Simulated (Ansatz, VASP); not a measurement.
## Y in VASP and in Ansatz

The input INCAR:

```
SYSTEM = Y
ALGO = Normal
EDIFF = 1E-6
ENCUT = 520
GGA = CA
ISIF = 2
ISMEAR = -1
LASPH = .TRUE.
LCHARG = .TRUE.
LELF = .TRUE.
LREAL = .FALSE.
LVHAR = .TRUE.
LWAVE = .FALSE.
NBANDS = 12
NELM = 100
PREC = Accurate
SIGMA = 0.05
```

Contents of KPOINTS:

```
k-points
0
G
  14 14 14
  0 0 0
```

File POSCAR:

```
Y
1.0
   -1.7362215779      1.7362215779      1.7362215779
    1.7362215779     -1.7362215779      1.7362215779
    1.7362215779      1.7362215779     -1.7362215779
Y
1
Direct
    0.0000000000      0.0000000000      0.0000000000
```

Input for Ansatz:

```yaml
crystal:
  lattice:
    - [-1.7362215779, 1.7362215779, 1.7362215779]
    - [1.7362215779, -1.7362215779, 1.7362215779]
    - [1.7362215779, 1.7362215779, -1.7362215779]
  atoms:
    - { symbol: "Y", position: [0.0, 0.0, 0.0] }
kpoints:
  mp_grid: { grid: [14, 14, 14] }
scf:
  occupations: { method: fermi_dirac, width: 0.05 }
hamiltonian:
  xc: lda
  pseudopotentials: { kind: all_electron, lapw: { basis_error: 0.001 } }
output:
  forces: true
  stress: true
  eigenvalues: true
  populations: true
```

Change from the starting cell: volume scaled by 0.7, LAPW.

Alike in both runs: task single point; functional LDA; k mesh 14 × 14 × 14; occupations fermi-dirac, width 0.05 eV; no spin polarisation.

```csv
,VASP,Ansatz
version,VASP 6.6.1,Ansatz 0.2.0
potentials or method,"VASP PAW LDA potentials, release 64 (Y_sv), cutoff 520 eV","all-electron LAPW, scalar-relativistic"
```

```csv
,VASP,Ansatz,Ansatz less VASP
pressure (GPa),25.9,26.3,+0.35
```

LDA's correlation is that of Perdew and Zunger in VASP and of Perdew and Wang (1992) in Ansatz. Ansatz ran all-electron here, and VASP with PAW potentials.
